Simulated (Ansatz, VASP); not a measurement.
# SrO in VASP and in Ansatz

```
CELL_PARAMETERS angstrom
3.65343 0.00000 0.00000
-1.82672 3.16397 0.00000
0.00000 0.00000 5.88113
ATOMIC_POSITIONS crystal
Sr 0.33333 0.66667 0.25000
Sr 0.66667 0.33333 0.75000
O 0.00000 0.00000 0.00000
O 0.00000 0.00000 0.50000
```

Alike in both runs: task single point; functional PBEsol; k mesh 9 × 9 × 4; occupations gaussian, width 0.05 eV; no spin polarisation.

|  | VASP | Ansatz |
| --- | --- | --- |
| version | VASP 6.6.1 | Ansatz 0.2.0 |
| potentials or method | VASP PAW PBE potentials, release 64 (Sr_sv, O), cutoff 520 eV | scalar-relativistic, plane waves, PAW |
| valence electrons in the cell | 32 | 32 |

Ansatz gave:

```
gap on the k mesh at the Fermi level (eV)                     : 2.40
least direct gap on the mesh (eV)                             : 2.40
pressure (GPa)                                                : -1.8
traceless stress, the component that is largest in VASP (GPa) : 9.31
```

**Question.** What did VASP give for the same quantities?

**Answer.** gap on the k mesh at the Fermi level (eV): 2.39; least direct gap on the mesh (eV): 2.39; pressure (GPa): -1.2; traceless stress, the component that is largest in VASP (GPa): 9.29.

VASP's potentials were made for PBE, not for PBEsol. With one functional, cell and mesh, what is left measures potentials, basis and numerics.
